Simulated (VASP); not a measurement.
A run of VASP 6.6.1 is set up as follows.

File INCAR:

```
SYSTEM = NbRu
  PREC = Accurate
  ENCUT = 520
  EDIFF = 1E-7
  ISMEAR = 1
  SIGMA = 0.05
  LREAL = .False.
  LASPH = .True.
  NELM = 100
  ALGO = Normal
  ISIF = 2
  LWAVE = .False.
  LCHARG = .False.
  GGA = PS
  NBANDS = 20
```

KPOINTS

```
Automatic mesh
0
Gamma
  9 9 9
  0 0 0
```

The input POSCAR:

```
NbRu
1.0
    3.2050867072      0.0000000000      0.0000000000
    0.0000000000      3.2050867072      0.0000000000
    0.0000000000      0.0000000000      3.2050867072
Nb Ru
1 1
Direct
    0.0000000000      0.0000000000      0.0000000000
    0.5000000000      0.5000000000      0.5000000000
```

Potentials or basis: VASP PAW PBE potentials, release 64 (Nb_sv, Ru_pv).

Launch:

```sh
$ cat potpaw_PBE.64/Nb_sv/POTCAR potpaw_PBE.64/Ru_pv/POTCAR > POTCAR
$ mpirun -np 1 vasp_std > vasp.out
```

**Question.** What does it give for the pressure?

**Answer.** -14.3 GPa.

Caveat: the PAW data sets were made with another functional, which shifts forces and pressure a little.
